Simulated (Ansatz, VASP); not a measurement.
## AgCl: VASP beside Ansatz

```xyz
2
Lattice="3.3312 0.0000 -0.3664 0.0000 3.3312 -0.1832 -0.3664 -0.1832 3.3312" Properties=species:S:1:pos:R:3 pbc="T T T"
Ag    0.0000    0.0000    0.0000
Cl    1.4824    1.5740    1.3908
```

Change from the starting cell: engineering shear strain xz -0.2200, engineering shear strain yz -0.1100.

Alike in both runs: task single point; functional PBEsol; k mesh 10 × 10 × 10; occupations gaussian, width 0.05 eV; no spin polarisation.

```csv
,VASP,Ansatz
version,VASP 6.6.1,Ansatz 0.2.0
potentials or method,"VASP PAW PBE potentials, release 64 (Ag, Cl), cutoff 520 eV","scalar-relativistic, plane waves, PAW"
valence electrons in the cell,18,26
```

|  | VASP | Ansatz | Ansatz less VASP |
| --- | --- | --- | --- |
| gap on the k mesh at the Fermi level (eV) | 0.03 | 0.03 | -0.001 |
| least direct gap on the mesh (eV) | 2.24 | 2.23 | -0.006 |
| pressure (GPa) | 3.1 | 3.2 | +0.12 |
| traceless stress, the component that is largest in VASP (GPa) | 0.77 | 0.79 | +0.014 |

VASP's potentials were made for PBE, not for PBEsol. VASP's potentials hold 18 valence electrons a cell and Ansatz's 26, so a difference there can come from the potentials and not from the codes.
